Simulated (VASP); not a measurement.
Wanted: the native input for a VASP 6.6.1 run.

```yaml
Task: single point
Functional: PBE
Potentials_or_basis: VASP PAW PBE potentials, release 64 (Mn_pv, Sb)
Cutoff: 520 eV
k_mesh: 11 × 11 × 11
Occupations: fermi-dirac, width 0.03 eV
Spin: collinear spin, ferromagnetic start
Starting_moments: "[4.0, 0.0] μB"
Dipole_correction: no
Further_INCAR_settings: ALGO = Normal; EDIFF = 1e-06; NBANDS = 20
```

The structure of MnSb (rocksalt type) lies in POSCAR:

```
MnSb
1.0
    0.0000000000      2.7858175354      2.7858175354
    2.7858175354      0.0000000000      2.7858175354
    2.7858175354      2.7858175354      0.0000000000
Mn Sb
1 1
Direct
    0.0000000000      0.0000000000      0.0000000000
    0.5000000000      0.5000000000      0.5000000000
```

These files were run (other wordings do the same):

INCAR

```
PREC = Accurate
ENCUT = 520
EDIFF = 1E-6
ISMEAR = -1
SIGMA = 0.03
LREAL = F
LASPH = T
NELM = 150
ALGO = Normal
ISIF = 2
LWAVE = F
LCHARG = F
ISPIN = 2
MAGMOM = 4 0
LORBIT = 11
LMAXMIX = 4
GGA = PE
NBANDS = 20
```

KPOINTS

```
Automatic mesh
0
Gamma
  11 11 11
```

Potentials or basis: VASP PAW PBE potentials, release 64 (Mn_pv, Sb).

Run with:

```sh
$ cat potpaw_PBE.64/Mn_pv/POTCAR potpaw_PBE.64/Sb/POTCAR > POTCAR
$ mpirun -np 1 vasp_std > vasp.out
```

Results of the run:

The pressure is 0.1 GPa and the net moment is 3.78 μB per cell. The site moments are Mn +3.72; Sb -0.11 μB. The valence electrons inside the program's atomic spheres are Mn 11.47; Sb 2.48.

Caveat: a cell with one magnetic atom can't hold antiferromagnetic order, which such compounds often take.

It took 47 s on 1 thread of Intel(R) Xeon(R) 6975P-C (Granite Rapids) (shared host), peak memory 0.24 GiB.
